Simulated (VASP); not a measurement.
Input of a VASP 6.6.1 run:

INCAR

```
SYSTEM = PbO
PREC = Accurate
ENCUT = 600
EDIFF = 1E-7
ISMEAR = 0
SIGMA = 0.1
LREAL = .False.
LASPH = .True.
NELM = 100
ALGO = Normal
ISIF = 3
LWAVE = .False.
LCHARG = .False.
GGA = PS
IBRION = 2
NSW = 80
EDIFFG = -0.05
```

Contents of KPOINTS:

```
regular mesh
0
Gamma
  6 6 4
  0 0 0
```

File POSCAR:

```
PbO
1.0
    3.8886342860      0.0000000000      0.0000000000
    0.0000000000      3.8886342860      0.0000000000
    0.0000000000      0.0000000000      4.8575372666
Pb O
2 2
Direct
    0.0000000000      0.5000000000      0.2423994224
    0.5000000000      0.0000000000      0.7576005776
    0.5000000000      0.5000000000      0.0000000000
    0.0000000000      0.0000000000      0.0000000000
```

Potentials or basis: VASP PAW PBE potentials, release 64 (Pb_d, O).

Run with:

```console
$ cat potpaw_PBE.64/Pb_d/POTCAR potpaw_PBE.64/O/POTCAR > POTCAR
$ mpirun -np 1 vasp_std > vasp.out
```

(1) Estimate the relaxed volume.

(2) What does it give for the space group after relaxing (to 0.1 Å)?

Results:

(1) 19.69 Å³/atom.

(2) P4/nmm (No. 129).

Caveat: the PAW data sets were made with another functional, which shifts forces and pressure a little.
